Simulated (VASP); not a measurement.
GaAs, 2 atoms in the cell. Symmetry: F-43m, No. 216, cubic system. Conventional cell: a = 5.691 Å, b = 5.691 Å, c = 5.691 Å, α = 90.00°, β = 90.00°, γ = 90.00°. Ga (site symmetry -43m) has 4 As at 2.46 Å within 3.3 Å. As (site symmetry -43m) has 4 Ga at 2.46 Å within 3.3 Å. 

| Quantity | Value |
| --- | --- |
| Program | VASP 6.6.1 |
| Task | electric field gradients |
| Functional | PBE |
| Potentials or basis | VASP PAW PBE potentials, release 64 (Ga_d, As) |
| Cutoff | 520 eV |
| k mesh | 11 × 11 × 11 |
| Occupations | fermi-dirac, width 0.05 eV |
| Spin | no spin polarisation |
| Dipole correction | no |
| Further INCAR settings | ALGO = Normal; EDIFF = 1e-08; NBANDS = 16 |

Potentials or basis: VASP PAW PBE potentials, release 64 (Ga_d, As).

Launch:

```bash
$ cat potpaw_PBE.64/Ga_d/POTCAR potpaw_PBE.64/As/POTCAR > POTCAR
$ mpirun -np 1 vasp_std > vasp.out
```

Hardware: 1 thread of AMD EPYC 7R13 Processor (Zen 3), with other jobs on the host.

Task: How long does it take, and how much memory?

Result: Run time: 27 s on 1 thread of AMD EPYC 7R13 Processor (Zen 3), on a shared host, peak memory 0.16 GiB. Counts: scf iterations 14, k points 56.
